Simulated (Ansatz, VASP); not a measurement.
Mo in VASP and in Ansatz

```
Mo
1.0
     0.00000    0.00000   -4.98414
     5.48467    0.00000    0.00000
    -2.74234   -4.74986    0.00000
Mo
8
Direct
  0.25000 0.00000 0.00000
  0.75000 0.00000 0.00000
  0.25000 0.50000 0.00000
  0.75000 0.50000 0.00000
  0.25000 0.00000 0.50000
  0.75000 0.00000 0.50000
  0.25000 0.50000 0.50000
  0.75000 0.50000 0.50000
```

Alike in both runs: task single point; functional PBEsol; k mesh 8 × 6 × 6; occupations gaussian, width 0.15 eV; no spin polarisation.

|  | VASP | Ansatz |
| --- | --- | --- |
| version | VASP 6.6.1 | Ansatz 0.2.0 |
| potentials or method | VASP PAW PBE potentials, release 64 (Mo_sv), cutoff 520 eV | scalar-relativistic, plane waves, PAW |
| valence electrons in the cell | 112 | 112 |

Ansatz gave:

- gap on the k mesh at the Fermi level (eV): none
- pressure (GPa): -0.2
- traceless stress, the component that is largest in VASP (GPa): -2.51

Task: Which values does VASP return?

Result: gap on the k mesh at the Fermi level (eV): none; pressure (GPa): 0.4; traceless stress, the component that is largest in VASP (GPa): -2.30.

VASP's potentials were made for PBE, not for PBEsol. A gap of «none» marks a metal or a gap that the smearing closes. With one functional, cell and mesh, what is left measures potentials, basis and numerics.
